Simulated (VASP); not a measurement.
A run of VASP 6.6.1:

The input INCAR:

```
  PREC = Accurate
  ENCUT = 520
  EDIFF = 1E-7
  ISMEAR = 0
  SIGMA = 0.02
  LREAL = False
  LASPH = True
  NELM = 60
  ALGO = Normal
  ISIF = 2
  LWAVE = False
  LCHARG = False
  GGA = PS
  NBANDS = 65
```

The input KPOINTS:

```
regular mesh
0
Gamma
  6 6 4
```

Contents of POSCAR:

```
Ta2O5
1.0
    6.4473951539     -2.4611158064      0.0788488625
    6.4473951539      2.4611158064      0.0788488625
   -1.3077372719      0.0000000000      5.4202191722
Ta O
4 10
Direct
    0.8949421776      0.3883855226      0.2714815231
    0.6116144774      0.1050578224      0.2285184769
    0.1050578224      0.6116144774      0.7285184769
    0.3883855226      0.8949421776      0.7714815231
    0.8848017812      0.1151982188      0.2500000000
    0.1151982188      0.8848017812      0.7500000000
    0.3385735403      0.4341921775      1.0116299826
    0.5658078225      0.6614264597      0.4883700174
    0.6614264597      0.5658078225     -0.0116299826
    0.4341921775      0.3385735403      0.5116299826
    0.8630133189      0.7279734000      0.3724340134
    0.2720266000      0.1369866811      0.1275659866
    0.1369866811      0.2720266000      0.6275659866
    0.7279734000      0.8630133189      0.8724340134
```

Potentials or basis: VASP PAW PBE potentials, release 64 (Ta_pv, O).

Command:

```sh
$ cat potpaw_PBE.64/Ta_pv/POTCAR potpaw_PBE.64/O/POTCAR > POTCAR
$ mpirun -np 1 vasp_std > vasp.out
```

Hardware: 1 thread of Intel(R) Xeon(R) Platinum 8259CL CPU @ 2.50GHz (Skylake/Cascade Lake) (shared host).

Problem. Estimate the wall time of this run.

Solution. It took 14 min on 1 thread of Intel(R) Xeon(R) Platinum 8259CL CPU @ 2.50GHz (Skylake/Cascade Lake), on a shared host, peak memory 0.58 GiB. Counts: scf iterations 16, k points 47.
